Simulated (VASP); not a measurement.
# Mg3H3O4 (a cell with a defect) in VASP: relaxation of the atoms with PBEsol

Aim: the relaxation of the atoms of Mg3H3O4 (a cell with a defect) with PBEsol.

Everything below comes from runs of VASP 6.6.1. Logs are shortened: lines on timing, memory, paths and dates and some standing lists are left out, and cuts for length are marked.

## Step 1: The cell of the first run

The cell holds a defect, 20 atoms: a = 5.309 Å, b = 5.309 Å, c = 7.284 Å, α = 90.00°, β = 90.00°, γ = 120.00°.

## Step 2: Relaxation of the atoms, PBEsol (atoms taken out)

Input file INCAR:

```
PREC = Accurate
ENCUT = 520
EDIFF = 1E-6
ISMEAR = 0
SIGMA = 0.05
LREAL = Auto
LASPH = True
NELM = 80
ALGO = Normal
ISIF = 2
LWAVE = False
LCHARG = False
GGA = PS
IBRION = 2
NSW = 70
EDIFFG = -0.02
NELECT = 64.0
KPAR = 4
```

Input file KPOINTS:

```
Automatic mesh
0
Gamma
  6 6 4
```

Input file POSCAR:

```
Mg3H3O4
1.0
    4.5975141488     -2.6543760314      0.0000000000
    0.0000000000      5.3087520628      0.0000000000
    0.0000000000      0.0000000000      7.2844478007
Mg H O
6 6 8
Direct
    0.3333333333      0.3333333333      0.8331992713
    0.0000000000      0.6666666667      0.8331992713
    0.6666666667      1.0000000000      0.8331992713
    0.0000000000      0.3333333333      0.1668007287
    0.6666666667      0.6666666667      0.1668007287
    0.3333333333      1.0000000000      0.1668007287
    0.0000000000      0.3333333333      0.5556850730
    0.6666666667      0.6666666667      0.5556850730
    0.3333333333      1.0000000000      0.5556850730
    0.3333333333      0.3333333333      0.4443149270
    0.0000000000      0.6666666667      0.4443149270
    0.6666666667      1.0000000000      0.4443149270
    0.6666666667      0.6666666667      0.6889085455
    0.3333333333      1.0000000000      0.6889085455
    0.3333333333      0.3333333333      0.3110914545
    0.0000000000      0.6666666667      0.3110914545
    0.6666666667      1.0000000000      0.3110914545
    1.0000000000      0.3333333333     -0.3110914545
    0.3333333333      0.6666666667      0.0000000000
    0.0000000000      0.0000000000      0.0000000000
```

Potentials or basis: VASP PAW PBE potentials, release 64 (Mg, H, O).

Run with:

```console
cat potpaw_PBE.64/Mg/POTCAR potpaw_PBE.64/H/POTCAR potpaw_PBE.64/O/POTCAR > POTCAR
mpirun -np 4 vasp_std > vasp.out
```

OUTCAR:

```text
PREC = Accurate
   ENCUT = 520
   EDIFF = 1E-6
   ISMEAR = 0
   LREAL = Auto
   LASPH = True
   NELM = 80
   ISIF = 2
   GGA = PS
   IBRION = 2
   NSW = 70
   EDIFFG = -0.02
   NELECT = 64.0

 ion  position               nearest neighbor table
   1  0.333  0.333  0.833-  14 2.06  18 2.06  13 2.06  20 2.15  19 2.15   6 3.01   4 3.01   5 3.01
                             2 3.07   3 3.07   2 3.07   3 3.07   3 3.07   2 3.07
   2  0.000  0.667  0.833-  13 2.06  14 2.06  18 2.06  20 2.15  19 2.15   6 3.01   5 3.01   4 3.01
                             1 3.07   3 3.07   1 3.07   3 3.07   3 3.07   1 3.07
   3  0.667  0.000  0.833-  13 2.06  18 2.06  14 2.06  20 2.15  19 2.15   5 3.01   4 3.01   6 3.01
                             2 3.07   1 3.07   1 3.07   2 3.07   1 3.07   2 3.07
   4  0.000  0.333  0.167-  15 2.06  17 2.06  16 2.06  20 2.15  19 2.15   3 3.01   1 3.01   2 3.01
                             6 3.07   5 3.07   5 3.07   6 3.07   5 3.07   6 3.07
   5  0.667  0.667  0.167-  17 2.06  16 2.06  15 2.06  20 2.15  19 2.15   3 3.01   2 3.01   1 3.01
                             4 3.07   6 3.07   6 3.07   4 3.07   6 3.07   4 3.07
   6  0.333  0.000  0.167-  15 2.06  16 2.06  17 2.06  19 2.15  20 2.15   1 3.01   2 3.01   3 3.01
                             4 3.07   5 3.07   5 3.07   4 3.07   5 3.07   4 3.07
   7  0.000  0.333  0.556-  18 0.97
   8  0.667  0.667  0.556-  13 0.97
   9  0.333  0.000  0.556-  14 0.97
  10  0.333  0.333  0.444-  15 0.97
  11  0.000  0.667  0.444-  16 0.97
  12  0.667  0.000  0.444-  17 0.97
  13  0.667  0.667  0.689-   8 0.97   3 2.06   2 2.06   1 2.06
  14  0.333  0.000  0.689-   9 0.97   1 2.06   2 2.06   3 2.06
  15  0.333  0.333  0.311-  10 0.97   6 2.06   4 2.06   5 2.06
  16  0.000  0.667  0.311-  11 0.97   6 2.06   5 2.06   4 2.06
  17  0.667  0.000  0.311-  12 0.97   5 2.06   4 2.06   6 2.06
  18  0.000  0.333  0.689-   7 0.97   3 2.06   1 2.06   2 2.06
  19  0.333  0.667  0.000-   6 2.15   2 2.15   4 2.15   3 2.15   1 2.15   5 2.15
  20  0.000  0.000  0.000-   2 2.15   4 2.15   3 2.15   1 2.15   5 2.15   6 2.15

  LATTYP: Found a hexagonal cell.
 ALAT       =     5.3087520628
 C/A-ratio  =     1.3721582237

  Lattice vectors:

 A1 = (   4.5975141488,  -2.6543760314,   0.0000000000)
 A2 = (   0.0000000000,   5.3087520628,   0.0000000000)
 A3 = (   0.0000000000,   0.0000000000,   7.2844478007)

Analysis of symmetry for initial positions (statically):
=====================================================================
 Subroutine PRICEL returns:
 Original cell was already a primitive cell.

 Routine SETGRP: Setting up the symmetry group for a
 hexagonal supercell.

 Subroutine GETGRP returns: Found 12 space group operations
 (whereof  6 operations were pure point group operations)
 out of a pool of 24 trial point group operations.

The static configuration has the point symmetry D_3 .
 The point group associated with its full space group is D_3d.

[... 157 lines left out ...]
   TEBEG  =    0.0;   TEEND  =   0.0 temperature during run
   PSTRESS=    0.0 pullay stress
   NELECT =      64.0000    total number of electrons
   NUPDOWN=      -1.0000    fix difference up-down
   EMIN   =  10.00;   EMAX   =-10.00  energy-range for DOS
   EFERMI =   0.00;   METHOD = LEGACY
   ISMEAR =     0;   SIGMA  =   0.05  broadening in eV -4-tet -1-fermi 0-gaus
   EFERMI_NEDOS =   21; number of points for ismear=-14 and -15
   IALGO  =     38    algorithm
   IMIX   =      4    mixing-type and parameters
     AMIX     =   0.40;   BMIX     =  1.00
     AMIX_MAG =   1.60;   BMIX_MAG =  1.00
  volume/ion in A,a.u.               =       8.89        59.99
  Fermi-wavevector in a.u.,A,eV,Ry     =   1.164566  2.200711 18.452411  1.356214
  Thomas-Fermi vector in A             =   2.301102
   LORBIT       =      0    0 simple, 1 ext, 2 COOP (PROOUT), +10 PAW based schemes
   GGA     = PS    functional components
   LHFCALC =     F    Hartree Fock is set to
   AEXX    =    0.0000 exact exchange contribution
   IVDW    =     0    specifies the selected vdW correction
   LEPSILON=     F    determine dielectric tensor
   LRPA    =     F    only Hartree local field effects (RPA)
 conjugate gradient relaxation of ions
 non-spin polarized calculation
 Gauss-broadening in eV      SIGMA  =   0.05
  energy-cutoff  :      520.00
  volume of cell :      177.79
 maximum number of plane-waves:      4808
   NGX = 19   NGY = 19   NGZ = 27

--------------------------------------- Ionic step        1  -------------------------------------------

 number of electron      64.0000004 magnetization

 Free energy of the ion-electron system (eV)
  ---------------------------------------------------
  ext. energy  EPLUGINS =         0.00000000
  ---------------------------------------------------
  free energy    TOTEN  =      -113.44649771 eV

  energy without entropy =     -113.44569784  energy(sigma->0) =     -113.44609778

------------------------ aborting loop because EDIFF is reached ----------------------------------------

  FORCE on cell =-STRESS in cart. coord.  units (eV):
  Direction    XX          YY          ZZ          XY          YZ          ZX
  --------------------------------------------------------------------------------------
  -------------------------------------------------------------------------------------
  Total      -12.0212783    -12.0212783    -13.5548657      0.0000000     -0.0000000      0.0000000
  in kB     -108.3300840   -108.3300840   -122.1500502      0.0000000     -0.0000000      0.0000000
  external PRESSURE =    -112.9367394 kB  Pullay stress =       0.0000000 kB
[... 143 lines left out ...]
  FREE ENERGIE OF THE ION-ELECTRON SYSTEM (eV)
  ---------------------------------------------------
  free  energy   TOTEN  =      -114.8036402757 eV

  energy  without entropy=     -114.8036402757  energy(sigma->0) =     -114.80364028

[... ionic steps 4 to 32 ...]

--------------------------------------- Ionic step       33  -------------------------------------------

 number of electron      64.0000003 magnetization

------------------------ aborting loop because EDIFF is reached ----------------------------------------
[... 103 lines left out ...]
--------------------------------------- Ionic step       35  -------------------------------------------

 number of electron      64.0000002 magnetization

 Free energy of the ion-electron system (eV)
  ---------------------------------------------------
  ext. energy  EPLUGINS =         0.00000000
  ---------------------------------------------------
  free energy    TOTEN  =      -116.07899061 eV

  energy without entropy =     -116.07899061  energy(sigma->0) =     -116.07899061

 E-fermi :   0.8741     XC(G=0):  -9.7547

 val. band max:        0.6632688641   @ k =   0.3333   0.3333   0.5000
 cond. band min:       3.4073194847   @ k =   0.0000   0.0000   0.0000
 fundamental gap:      2.7440506206
 Fermi energy:         0.8741085184

 k-point     1 :       0.0000    0.0000    0.0000
  band No.  band energies     occupation
      1     -17.2813      2.00000
      2     -16.7751      2.00000
      3     -16.4903      2.00000
      4     -16.4903      2.00000
      5     -16.3822      2.00000
      6     -16.3822      2.00000
[... 1140 lines left out ...]
  FREE ENERGIE OF THE ION-ELECTRON SYSTEM (eV)
  ---------------------------------------------------
  free  energy   TOTEN  =      -116.0789906119 eV

  energy  without entropy=     -116.0789906119  energy(sigma->0) =     -116.07899061

 reached required accuracy - stopping structural energy minimisation
```

OSZICAR:

```text
N       E                     dE             d eps       ncg     rms          rms(c)
DAV:   1     0.332173326791E+03    0.33217E+03   -0.31008E+04  2064   0.134E+03
DAV:   2    -0.967869717240E+02   -0.42896E+03   -0.41062E+03  2573   0.284E+02
DAV:   3    -0.126211950930E+03   -0.29425E+02   -0.29240E+02  2522   0.807E+01
[... 306 lines left out ...]
       N       E                     dE             d eps       ncg     rms          rms(c)
DAV:   1    -0.116078980689E+03   -0.25974E-03   -0.15362E-02  2106   0.692E-01    0.369E-02
DAV:   2    -0.116078997309E+03   -0.16620E-04   -0.48860E-04  2543   0.111E-01    0.210E-02
DAV:   3    -0.116078991536E+03    0.57731E-05   -0.18644E-05  2379   0.269E-02    0.116E-02
DAV:   4    -0.116078990612E+03    0.92372E-06   -0.46158E-06  2262   0.132E-02
  35 F= -.11607899E+03 E0= -.11607899E+03  d E =-.322259E-04
```

CONTCAR:

```text
Mg3H3O4
   1.00000000000000
     4.5975141488000002   -2.6543760314000000    0.0000000000000000
     0.0000000000000000    5.3087520628000000    0.0000000000000000
     0.0000000000000000    0.0000000000000000    7.2844478006999998
  Mg              H               O
     6     6     8
Direct
     0.2989626264955731    0.3333333332999970    0.8168714771280428
     0.0343707068044238    0.7010373735044265    0.8168714771280428
     0.6666666667000030    0.9656292931955764    0.8168714771280428
     0.0343707068044238    0.3333333332999970    0.1831285228719573
     0.6666666667000030    0.7010373735044265    0.1831285228719573
     0.2989626264955731    0.9656292931955764    0.1831285228719573
[... 12 lines left out ...]
     0.3333333332999970    0.6666666667000030    0.0000000000000000
     0.0000000000000000    0.0000000000000000    0.0000000000000000

  0.00000000E+00  0.00000000E+00  0.00000000E+00
  0.00000000E+00  0.00000000E+00  0.00000000E+00
  0.00000000E+00  0.00000000E+00  0.00000000E+00
  0.00000000E+00  0.00000000E+00  0.00000000E+00
  0.00000000E+00  0.00000000E+00  0.00000000E+00
  0.00000000E+00  0.00000000E+00  0.00000000E+00
[... 12 lines left out ...]
  0.00000000E+00  0.00000000E+00  0.00000000E+00
  0.00000000E+00  0.00000000E+00  0.00000000E+00
```

It took 28 min on 4 MPI ranks of Intel Xeon Platinum 8259CL at 2.50GHz (Skylake/Cascade Lake), shared host; peak memory 0.36 GiB.

What came out:

```
Free energy                  : -116.0790 eV
Energy gained by relaxing    : 131.6 meV/atom
Ionic steps                  : 35
Largest force after relaxing : 0.011 eV/Å
```

Forces in eV/Å, atoms in the order of the input:
```
Mg  -0.003  0.002  0.001
Mg   0.003  0.002  0.001
Mg   0.000 -0.003  0.001
Mg   0.003 -0.002 -0.001
Mg   0.000  0.003 -0.001
Mg  -0.003 -0.002 -0.001
H   -0.002  0.001 -0.005
H    0.000 -0.002 -0.005
H    0.002  0.001 -0.005
H    0.002 -0.001  0.005
H   -0.002 -0.001  0.005
H    0.000  0.002  0.005
O    0.000 -0.011  0.003
O    0.009  0.005  0.003
O    0.009 -0.005 -0.003
O   -0.009 -0.005 -0.003
O    0.000  0.011 -0.003
O   -0.009  0.005  0.003
O    0.000  0.000  0.000
O    0.000  0.000  0.000
```

Step by step:
```tsv
step	energy change (eV)	largest force (eV/Å)	pressure (GPa)
1	0.0000	3.3409	-11.29
2	-0.9441	3.9305	-10.82
3	-1.3571	2.2208	-11.92
4	-1.9264	1.5902	-2.72
5	-2.1290	1.0135	-6.19
6	-2.2986	0.7121	-6.50
7	-2.3272	1.0477	-6.61
8	-2.4059	0.4914	-7.66
9	-2.4244	0.5172	-8.43
10	-2.4511	0.4228	-8.25
11	-2.5094	0.3475	-7.73
12	-2.5270	0.4513	-6.62
13	-2.5359	0.2848	-7.06
14	-2.5517	0.2834	-6.77
15	-2.5557	0.4615	-6.52
16	-2.5626	0.4368	-6.57
17	-2.5809	0.3624	-6.74
18	-2.6050	0.2353	-7.07
19	-2.6009	0.3732	-7.75
20	-2.6121	0.1925	-7.36
21	-2.6166	0.1599	-7.28
22	-2.6252	0.0908	-7.03
23	-2.6197	0.1679	-6.57
24	-2.6268	0.0830	-6.88
25	-2.6273	0.0969	-6.72
26	-2.6273	0.0862	-6.75
27	-2.6279	0.0794	-6.73
28	-2.6295	0.0666	-6.65
29	-2.6314	0.0392	-6.50
30	-2.6299	0.1156	-6.23
31	-2.6317	0.0593	-6.42
32	-2.6325	0.0204	-6.25
33	-2.6325	0.0241	-6.24
34	-2.6322	0.0706	-6.10
35	-2.6325	0.0112	-6.21
```

Final structure:
```
CELL_PARAMETERS angstrom
4.59751 -2.65438 0.00000
0.00000 5.30875 0.00000
0.00000 0.00000 7.28445
ATOMIC_POSITIONS crystal
Mg 0.29896 0.33333 0.81687
Mg 0.03437 0.70104 0.81687
Mg 0.66667 0.96563 0.81687
Mg 0.03437 0.33333 0.18313
Mg 0.66667 0.70104 0.18313
Mg 0.29896 0.96563 0.18313
H 0.96387 0.33333 0.56447
H 0.66667 0.63054 0.56447
H 0.36946 0.03613 0.56447
H 0.36946 0.33333 0.43553
H 0.96387 0.63054 0.43553
H 0.66667 0.03613 0.43553
O 0.66667 0.64122 0.69801
O 0.35878 0.02544 0.69801
O 0.35878 0.33333 0.30199
O 0.97456 0.64122 0.30199
O 0.66667 0.02544 0.30199
O 0.97456 0.33333 0.69801
O 0.33333 0.66667 0.00000
O 0.00000 0.00000 0.00000
```

Caveat: the cell carries a net charge on a neutralising background, which shifts energy and pressure; the cell differs from its parent crystal (atoms taken out); the cell is charged against a uniform background, so pressure and absolute levels hang on convention; the PAW data sets were made with another functional, which shifts forces and pressure a little.
